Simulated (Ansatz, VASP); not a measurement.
# Two plane-wave programs on CdSe

```
Cd Se
1.0
     0.00000    3.06778    3.06778
     3.06778    0.00000    3.06778
     3.06778    3.06778    0.00000
Cd Se
1 1
Cartesian
  0.0000 0.0000 0.0000
  1.5339 1.5339 1.5339
```

Alike in both runs: task single point; functional PBE; k mesh 8 × 8 × 8; no spin polarisation.

```csv
,VASP,Ansatz
version,VASP 6.6.1,Ansatz 0.2.0
potentials or method,"VASP PAW PBE potentials, release 64 (Cd, Se)","plane waves, PAW"
plane-wave cutoff (eV),520,420
occupations,"gaussian, width 0.01 eV",fixed
valence electrons in the cell,18,36
```

Ansatz gave:

- gap on the k mesh at the Fermi level (eV): 0.56
- pressure (GPa): 1.4

Estimate VASP's values.

gap on the k mesh at the Fermi level (eV): 0.55; pressure (GPa): 1.7.

VASP's potentials hold 18 valence electrons a cell and Ansatz's 36, so a difference there can come from the potentials and not from the codes.
